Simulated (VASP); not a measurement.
Input of a VASP 6.6.1 run:

File POSCAR:

```
AgCl
1.0
    0.0000000000      2.9932645783      2.9932645783
    2.9932645783      0.0000000000      2.9932645783
    2.9932645783      2.9932645783      0.0000000000
Ag Cl
1 1
Direct
    0.0000000000      0.0000000000      0.0000000000
    0.2500000000      0.2500000000      0.2500000000
```

Contents of INCAR.step1:

```
PREC     = Accurate       # precision mode
ENCUT    = 520            # plane-wave cutoff, eV
ISMEAR   = 0              # smearing method
SIGMA    = 0.01           # smearing width, eV
LREAL    = False          # projectors in reciprocal space
LASPH    = True           # aspherical terms in the spheres
NELM     = 80             # most SCF steps
NBANDS   = 16             # bands
GGA      = PE             # functional
ALGO     = Normal         # electronic algorithm
EDIFF    = 1E-4           # SCF threshold, eV
LWAVE    = True           # write WAVECAR
LCHARG   = False          # write CHGCAR
```

The input INCAR.step2:

```
PREC     = Accurate       # precision mode
ENCUT    = 520            # plane-wave cutoff, eV
EDIFF    = 1E-6           # SCF threshold, eV
ISMEAR   = 0              # smearing method
SIGMA    = 0.01           # smearing width, eV
LREAL    = False          # projectors in reciprocal space
LASPH    = True           # aspherical terms in the spheres
NELM     = 80             # most SCF steps
ALGO     = Normal         # electronic algorithm
ISIF     = 2              # what is computed and relaxed
LWAVE    = False          # write WAVECAR
LCHARG   = False          # write CHGCAR
METAGGA  = R2SCAN         # meta-GGA
LMIXTAU  = True         
NBANDS   = 16             # bands
ISTART   = 1
```

Contents of KPOINTS:

```
regular mesh
0
Gamma
  8 8 8
```

Potentials or basis: VASP PAW PBE potentials, release 64 (Ag, Cl).

Run with:

```bash
$ cat potpaw_PBE.64/Ag/POTCAR potpaw_PBE.64/Cl/POTCAR > POTCAR
$ cp INCAR.step1 INCAR
$ mpirun -np 1 vasp_std > vasp.out
$ cp INCAR.step2 INCAR
$ mpirun -np 1 vasp_std > vasp.out
```

Q: What does it give for the pressure?

A: -0.1 GPa.

Q: Predict the band gap on the k mesh.

A: 1.60 eV.

Caveat: the PAW data sets were made with another functional, which shifts forces and pressure a little. A k mesh can miss the band edges.
